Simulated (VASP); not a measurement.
Write the native input for VASP 6.6.1 that does the following.

```yaml
Task: single point
Functional: PBEsol
Potentials_or_basis: VASP PAW PBE potentials, release 64 (Sn_d, Se)
Cutoff: 520 eV
k_mesh: 12 × 12 × 12
Occupations: gaussian, width 0.15 eV
Spin: no spin polarisation
Dipole_correction: no
Further_INCAR_settings: ALGO = Normal; EDIFF = 1e-06; NBANDS = 32
```

The structure of Sn3Se lies in POSCAR:

```
Sn3Se
1.0
    0.0000000000      3.6581854746      3.6581854746
    3.6581854746      0.0000000000      3.6581854746
    3.6581854746      3.6581854746      0.0000000000
Sn Se
3 1
Direct
    0.2500000000      0.2500000000      0.2500000000
    0.7500000000      0.7500000000      0.7500000000
    0.4954485632      0.4954485632      0.5045514368
    0.0000000000      0.0000000000      0.0000000000
```

This cell differs from its parent crystal: atom 3 (Sn) moved -0.033 Å along Cartesian [0 0 1].

These files were run (other wordings do the same):

INCAR

```
SYSTEM = Sn3Se
PREC = Accurate
ENCUT = 520
EDIFF = 1E-6
ISMEAR = 0
SIGMA = 0.15
LREAL = .False.
LASPH = .True.
NELM = 60
ALGO = Normal
ISIF = 2
LWAVE = .False.
LCHARG = .False.
GGA = PS
NBANDS = 32
```

KPOINTS

```
Automatic mesh
0
Gamma
  12 12 12
  0 0 0
```

Potentials or basis: VASP PAW PBE potentials, release 64 (Sn_d, Se).

Run with:

```console
$ cat potpaw_PBE.64/Sn_d/POTCAR potpaw_PBE.64/Se/POTCAR > POTCAR
$ mpirun -np 1 vasp_std > vasp.out
```

Results of the run:

```yaml
Pressure: 0.1 GPa
Largest_force: 0.103 eV/Å
Band_gap_on_the_k_mesh: zero (bands 24 and 25 overlap by 2.38 eV)
```

Caveat: the cell differs from its parent crystal (atom 3 (Sn) moved -0.033 Å along Cartesian [0 0 1]); the PAW data sets were made with another functional, which shifts forces and pressure a little; spin-orbit coupling is left out, which moves the levels of the heavy elements.

It took 4.5 min on 1 thread of Intel(R) Xeon(R) 6975P-C (Granite Rapids), on a shared host, peak memory 0.54 GiB.
